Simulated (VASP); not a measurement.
# Co (Im-3m) in VASP: notebook

Co is run at these levels: PBE; tasks: single point.

Program: VASP 6.6.1. These are calculated values, not measurements. Logs are shortened: lines on timing, memory, paths and dates and some standing lists are left out, and cuts for length are marked.

## 1. The cell of the first run

The structure is cubic, space group Im-3m (No. 229). Conventional cell: a = 2.453 Å, b = 2.453 Å, c = 2.453 Å, α = 90.00°, β = 90.00°, γ = 90.00°. Within 2.8 Å of Co (site symmetry m-3m) lie 14 Co at 2.12 to 2.45 Å.

## 2. Single point, PBE (volume scaled by 0.7)

Input file INCAR:

```
PREC = Accurate
ENCUT = 520
EDIFF = 1E-7
ISMEAR = -1
SIGMA = 0.05
LREAL = False
LASPH = True
NELM = 60
ALGO = Normal
ISIF = 2
LWAVE = False
LCHARG = True
GGA = PE
LELF = True
LVHAR = True
NBANDS = 10
```

Input file KPOINTS:

```
Automatic mesh
0
Gamma
  21 21 21
```

Input file POSCAR:

```
Co
1.0
   -1.2266209928      1.2266209928      1.2266209928
    1.2266209928     -1.2266209928      1.2266209928
    1.2266209928      1.2266209928     -1.2266209928
Co
1
Direct
    0.0000000000      0.0000000000      0.0000000000
```

Potentials or basis: VASP PAW PBE potentials, release 64 (Co).

The run is started by

```console
$ cat potpaw_PBE.64/Co/POTCAR > POTCAR
$ mpirun -np 1 vasp_std > vasp.out
```

OUTCAR:

```text
PREC = Accurate
   ENCUT = 520
   EDIFF = 1E-7
   ISMEAR = -1
   LREAL = False
   LASPH = True
   NELM = 60
   ISIF = 2
   GGA = PE

 ion  position               nearest neighbor table
   1  0.000  0.000  0.000-

  LATTYP: Found a body centered cubic cell.
 ALAT       =     2.4532419856

  Lattice vectors:

 A1 = (  -1.2266209928,   1.2266209928,   1.2266209928)
 A2 = (   1.2266209928,  -1.2266209928,   1.2266209928)
 A3 = (   1.2266209928,   1.2266209928,  -1.2266209928)

Analysis of symmetry for initial positions (statically):
=====================================================================
 Subroutine PRICEL returns:
 Original cell was already a primitive cell.

 Routine SETGRP: Setting up the symmetry group for a
 body centered cubic supercell.

 Subroutine GETGRP returns: Found 48 space group operations
 (whereof 48 operations were pure point group operations)
 out of a pool of 48 trial point group operations.

The static configuration has the point symmetry O_h .

Analysis of symmetry for dynamics (positions and initial velocities):
=====================================================================
 Subroutine PRICEL returns:
 Original cell was already a primitive cell.

 Routine SETGRP: Setting up the symmetry group for a
 body centered cubic supercell.

 Subroutine GETGRP returns: Found 48 space group operations
 (whereof 48 operations were pure point group operations)
 out of a pool of 48 trial point group operations.

The dynamic configuration has the point symmetry O_h .

 Subroutine INISYM returns: Found 48 space group operations
 (whereof 48 operations are pure point group operations),
 and found     1 'primitive' translations

----------------------------------------------------------------------------------------

                                     Primitive cell

  volume of cell :       7.3823

  direct lattice vectors                    reciprocal lattice vectors
    -1.226620993  1.226620993  1.226620993     0.000000000  0.407623873  0.407623873
     1.226620993 -1.226620993  1.226620993     0.407623873  0.000000000  0.407623873
     1.226620993  1.226620993 -1.226620993     0.407623873  0.407623873  0.000000000

  length of vectors
     2.124569881  2.124569881  2.124569881     0.576467210  0.576467210  0.576467210

  position of ions in fractional coordinates (direct lattice)
     0.000000000  0.000000000  0.000000000

  ion indices of the primitive-cell ions
   primitive index   ion index
                 1           1

----------------------------------------------------------------------------------------

 KPOINTS: Automatic mesh

Automatic generation of k-mesh.
 Grid dimensions read from file:
 generate k-points for:   21   21   21

 Generating k-lattice:

  Cartesian coordinates                     Fractional coordinates (reciprocal lattice)
     0.000000000  0.019410661  0.019410661     0.047619048  0.000000000  0.000000000
     0.019410661  0.000000000  0.019410661     0.000000000  0.047619048  0.000000000
     0.019410661  0.019410661  0.000000000     0.000000000  0.000000000  0.047619048

  Length of vectors
     0.027450820  0.027450820  0.027450820

  Shift w.r.t. Gamma in fractional coordinates (k-lattice)
     0.000000000  0.000000000  0.000000000

 Subroutine IBZKPT returns following result:
 ===========================================

 Found    286 irreducible k-points:

 Following reciprocal coordinates:
            Coordinates               Weight
  0.000000  0.000000  0.000000      1.000000
  0.047619  0.000000  0.000000     12.000000
  0.095238  0.000000  0.000000     12.000000
  0.142857  0.000000  0.000000     12.000000
  0.190476  0.000000  0.000000     12.000000
  0.238095  0.000000  0.000000     12.000000
[... 16 lines left out ...]
  0.142857  0.095238  0.000000     48.000000
  0.190476  0.095238  0.000000     48.000000
 [... further k-points ...]
   k-points           NKPTS =    286   k-points in BZ     NKDIM =    286   number of bands    NBANDS=     10
   number of dos      NEDOS =    301   number of ions     NIONS =      1
   total plane-waves  NPLWV =   4096
   dimension x,y,z NGX =    16 NGY =   16 NGZ =   16
   dimension x,y,z NGXF=    32 NGYF=   32 NGZF=   32
   ions per type =               1
   NGX,Y,Z   is equivalent  to a cutoff of  12.52, 12.52, 12.52 a.u.
   NGXF,Y,Z  is equivalent  to a cutoff of  25.04, 25.04, 25.04 a.u.
 SYSTEM =  unknown system
   PREC   = accura    normal or accurate (medium, high low for compatibility)
   ISTART =      0    job   : 0-new  1-cont  2-samecut
   ICHARG =      2    charge: 1-file 2-atom 10-const
   ISPIN  =      1    spin polarized calculation?
   LNONCOLLINEAR =      F non collinear calculations
   LSORBIT =      F    spin-orbit coupling
   LASPH  =      T    aspherical Exc in radial PAW
   ENCUT  =  520.0 eV  38.22 Ry    6.18 a.u.   3.95  3.95  3.95*2*pi/ulx,y,z
   NELM   =     60;   NELMIN=  2; NELMDL= -5     # of ELM steps
   EDIFF  = 0.1E-06   stopping-criterion for ELM
   LREAL  =      F    real-space projection
   EDIFFG = 0.1E-05   stopping-criterion for IOM
   NSW    =      0    number of steps for IOM
   IBRION =     -1    ionic relax: 0-MD 1-quasi-New 2-CG
   NFREE  =      0    steps in history (QN), initial steepest desc. (CG)
   ISIF   =      2    stress and relaxation
   ISYM   =      2    0-nonsym 1-usesym 2-fastsym
   POTIM  = 0.5000    time-step for ionic-motion
   TEBEG  =    0.0;   TEEND  =   0.0 temperature during run
   PSTRESS=    0.0 pullay stress
   NELECT =       9.0000    total number of electrons
   NUPDOWN=      -1.0000    fix difference up-down
   EMIN   =  10.00;   EMAX   =-10.00  energy-range for DOS
   EFERMI =   0.00;   METHOD = LEGACY
   ISMEAR =    -1;   SIGMA  =   0.05  broadening in eV -4-tet -1-fermi 0-gaus
   EFERMI_NEDOS =   21; number of points for ismear=-14 and -15
   IALGO  =     38    algorithm
   IMIX   =      4    mixing-type and parameters
     AMIX     =   0.40;   BMIX     =  1.00
     AMIX_MAG =   1.60;   BMIX_MAG =  1.00
  volume/ion in A,a.u.               =       7.38        49.82
  Fermi-wavevector in a.u.,A,eV,Ry     =   1.748874  3.304893 41.614256  3.058562
  Thomas-Fermi vector in A             =   2.819897
   LORBIT       =      0    0 simple, 1 ext, 2 COOP (PROOUT), +10 PAW based schemes
   GGA     = PE    functional components
   LHFCALC =     F    Hartree Fock is set to
   AEXX    =    0.0000 exact exchange contribution
   IVDW    =     0    specifies the selected vdW correction
   LEPSILON=     F    determine dielectric tensor
   LRPA    =     F    only Hartree local field effects (RPA)
 non-spin polarized calculation
  energy-cutoff  :      520.00
  volume of cell :        7.38
 maximum number of plane-waves:       212
   NGX =  7   NGY =  7   NGZ =  7

 number of electron       9.0000011 magnetization

 Free energy of the ion-electron system (eV)
  ---------------------------------------------------
  ext. energy  EPLUGINS =         0.00000000
  ---------------------------------------------------
  free energy    TOTEN  =        -5.26707451 eV

  energy without entropy =       -5.24500378  energy(sigma->0) =       -5.25603914

 E-fermi :  17.0888     XC(G=0): -15.8441

 val. band max:       17.0770124173   @ k =  -0.3333   0.3333   0.3333
 cond. band min:      17.0900484235   @ k =  -0.2381   0.2857   0.0476
 fundamental gap:      0.0130360062
 Fermi energy:        17.0887814508

 k-point     1 :       0.0000    0.0000    0.0000
  band No.  band energies     occupation
      1       5.6980      2.00000
      2      14.0431      2.00000
      3      14.0431      2.00000
      4      14.0431      2.00000
      5      16.5865      1.99991
      6      16.5865      1.99991
      7      46.5425      0.00000
      8      46.5425      0.00000
      9      46.5425      0.00000
     10      54.7115      0.00000

 k-point     2 :       0.0476    0.0000    0.0000
  band No.  band energies     occupation
      1       5.8291      2.00000
      2      13.9956      2.00000
      3      14.0373      2.00000
      4      14.1283      2.00000
      5      16.5335      1.99997
      6      16.5901      1.99991
      7      46.0909      0.00000
      8      46.4740      0.00000
      9      46.5958      0.00000
     10      55.1993      0.00000

 k-point     3 :       0.0952    0.0000    0.0000
  band No.  band energies     occupation
      1       6.2144      2.00000
      2      13.8587      2.00000
      3      14.0108      2.00000
      4      14.3797      2.00000
      5      16.3997      2.00000
      6      16.6018      1.99988
      7      44.8787      0.00000
      8      46.1928      0.00000
      9      46.7450      0.00000
     10      54.5187      0.00000

 k-point     4 :       0.1429    0.0000    0.0000
  band No.  band energies     occupation
      1       6.8265      2.00000
      2      13.6485      2.00000
      3      13.9435      2.00000
      4      14.7837      2.00000
      5      16.2515      2.00000
      6      16.6242      1.99982
      7      43.1352      0.00000
      8      45.5571      0.00000
      9      46.9623      0.00000
     10      54.2909      0.00000

 k-point     5 :       0.1905    0.0000    0.0000
  band No.  band energies     occupation
      1       7.6110      2.00000
      2      13.3880      2.00000
      3      13.8373      2.00000
      4      15.3177      2.00000
      5      16.1637      2.00000
      6      16.6599      1.99962
      7      41.0281      0.00000
      8      44.5616      0.00000
      9      47.2117      0.00000
     10      52.8743      0.00000

 k-point     6 :       0.2381    0.0000    0.0000
  band No.  band energies     occupation
      1       8.4653      2.00000
      2      13.1037      2.00000
      3      13.7731      2.00000
      4      15.9482      2.00000
      5      16.1713      2.00000
      6      16.7098      1.99898
      7      38.6959      0.00000
      8      43.3713      0.00000
      9      47.4600      0.00000
     10      50.8690      0.00000

 k-point     7 :       0.2857    0.0000    0.0000
  band No.  band energies     occupation
      1       9.2146      2.00000
      2      12.8220      2.00000
      3      13.9361      2.00000
      4      16.2588      2.00000
      5      16.6306      1.99979
      6      16.7721      1.99645
      7      36.2717      0.00000
      8      42.1712      0.00000
      9      47.6830      0.00000
     10      49.0263      0.00000

 k-point     8 :       0.3333    0.0000    0.0000
  band No.  band energies     occupation
      1       9.6693      2.00000
      2      12.5667      2.00000
      3      14.5160      2.00000
      4      16.3903      2.00000
      5      16.8410      1.98600
      6      17.3080      0.02464
      7      33.8866      0.00000
      8      41.0920      0.00000
      9      47.4121      0.00000
     10      47.8667      0.00000

 k-point     9 :       0.3810    0.0000    0.0000
  band No.  band energies     occupation
      1       9.8174      2.00000
      2      12.3578      2.00000
      3      15.4649      2.00000
      4      16.5393      1.99997
      5      16.9074      1.94827
      6      17.9127      0.00000
      7      31.6888      0.00000
      8      40.2187      0.00000
      9      46.1003      0.00000
     10      48.0050      0.00000
[... 118 lines left out ...]
 k-point    19 :       0.3810    0.0476    0.0000
  band No.  band energies     occupation
      1       9.9000      2.00000
      2      12.2887      2.00000
      3      15.6054      2.00000
      4      16.5576      1.99995
      5      17.1107      0.78449
      6      18.4572      0.00000
      7      30.7431      0.00000
      8      39.6257      0.00000
      9      44.8801      0.00000
     10      48.5757      0.00000

 k-point    20 :       0.4286    0.0476    0.0000
  band No.  band energies     occupation
      1       9.8654      2.00000
      2      12.1778      2.00000
      3      16.2278      2.00000
      4      16.6116      1.99986
      5      17.3799      0.00590
      6      18.9547      0.00000
      7      29.2435      0.00000
      8      39.1783      0.00000
      9      44.2335      0.00000
     10      48.6057      0.00000

 k-point    21 :       0.4762    0.0476    0.0000
  band No.  band energies     occupation
      1       9.8446      2.00000
      2      12.1401      2.00000
      3      16.4528      1.99999
      4      16.5825      1.99992
      5      17.5455      0.00022
      6      19.1658      0.00000
      7      28.6681      0.00000
      8      39.0262      0.00000
      9      44.0087      0.00000
     10      48.6173      0.00000

 k-point    22 :       0.0952    0.0952    0.0000
  band No.  band energies     occupation
      1       7.1816      2.00000
      2      13.6281      2.00000
      3      13.7412      2.00000
      4      15.0862      2.00000
      5      16.1296      2.00000
      6      16.6924      1.99928
      7      42.6751      0.00000
      8      44.2925      0.00000
      9      47.5180      0.00000
     10      52.5374      0.00000

 k-point    23 :       0.1429    0.0952    0.0000
  band No.  band energies     occupation
      1       7.9468      2.00000
      2      13.3960      2.00000
      3      13.5757      2.00000
      4      15.6582      2.00000
      5      16.0270      2.00000
      6      16.7709      1.99654
      7      40.9249      0.00000
      8      43.0117      0.00000
      9      47.8698      0.00000
     10      50.6188      0.00000

 k-point    24 :       0.1905    0.0952    0.0000
  band No.  band energies     occupation
      1       8.7881      2.00000
      2      13.1143      2.00000
      3      13.4624      2.00000
      4      16.0138      2.00000
      5      16.3375      2.00000
      6      16.8647      1.97764
      7      38.7633      0.00000
      8      41.8231      0.00000
      9      47.8399      0.00000
     10      49.1866      0.00000

 [... further k-points ...]
[... 5 lines left out ...]
  --------------------------------------------------------------------------------------
  -------------------------------------------------------------------------------------
  Total        8.8723229      8.8723229      8.8723229      0.0000000      0.0000000      0.0000000
  in kB     1925.5586401   1925.5586401   1925.5586401      0.0000000      0.0000000      0.0000000
  external PRESSURE =    1925.5586401 kB  Pullay stress =       0.0000000 kB

 VOLUME and BASIS-vectors are now :
 -----------------------------------------------------------------------------
  energy-cutoff  :      520.00
  volume of cell :        7.38
      direct lattice vectors                 reciprocal lattice vectors
    -1.226620993  1.226620993  1.226620993     0.000000000  0.407623873  0.407623873
     1.226620993 -1.226620993  1.226620993     0.407623873  0.000000000  0.407623873
     1.226620993  1.226620993 -1.226620993     0.407623873  0.407623873  0.000000000

 POSITION                                       TOTAL-FORCE (eV/Angst)
 -----------------------------------------------------------------------------------
      0.00000      0.00000      0.00000         0.000000      0.000000      0.000000
 -----------------------------------------------------------------------------------
    total drift:                               -0.000000      0.000000     -0.000000

  FREE ENERGIE OF THE ION-ELECTRON SYSTEM (eV)
  ---------------------------------------------------
  free  energy   TOTEN  =        -5.2670745080 eV

  energy  without entropy=       -5.2450037796  energy(sigma->0) =       -5.25603914
```

Run time: 22 s. Hardware: 1 thread of AMD EPYC 7R43 (Zen 3), shared host; peak memory 0.1 GiB.

What came out:

* Free energy: -5.2671 eV
* Pressure: 192.6 GPa

Caveat: the run has no spin polarisation, though such a crystal can be magnetic. Spin polarisation is off, so any magnetic state and its effect on volume and gap are missing.

## 3. Single point, PBE (volume scaled by 0.8)

Input file INCAR:

```
ALGO = Normal
EDIFF = 1E-6
ENCUT = 520
GGA = PE
ISIF = 2
ISMEAR = -1
LASPH = T
LCHARG = F
LREAL = F
LWAVE = F
NBANDS = 10
NELM = 100
PREC = Accurate
SIGMA = 0.05
```

Input file KPOINTS:

```
k-points
0
Gamma
  21 21 21
```

Input file POSCAR:

```
Co
1.0
   -1.2824517723      1.2824517723      1.2824517723
    1.2824517723     -1.2824517723      1.2824517723
    1.2824517723      1.2824517723     -1.2824517723
Co
1
Direct
    0.0000000000      0.0000000000      0.0000000000
```

Potentials or basis: VASP PAW PBE potentials, release 64 (Co).

The run is started by

```console
$ cat potpaw_PBE.64/Co/POTCAR > POTCAR
$ mpirun -np 1 vasp_std > vasp.out
```

Run time: 27 s. Hardware: 1 thread of AMD EPYC 7R43 (Zen 3), shared host; peak memory 0.1 GiB.

The run converged. Its results:

| Property | Result |
| --- | --- |
| Free energy | -6.1537 eV |
| Pressure | 87.8 GPa |

Levels at points of the mesh, in eV from the Fermi level:
```
           k point  band 1  band 2  band 3  band 4  band 5  band 6  band 7  band 8
(0.00, 0.00, 0.00)  -10.44   -2.51   -2.51   -2.51   -0.39   -0.39   28.24   28.24
```

Caveat: the run has no spin polarisation, though such a crystal can be magnetic. Spin polarisation is off, so any magnetic state and its effect on volume and gap are missing.
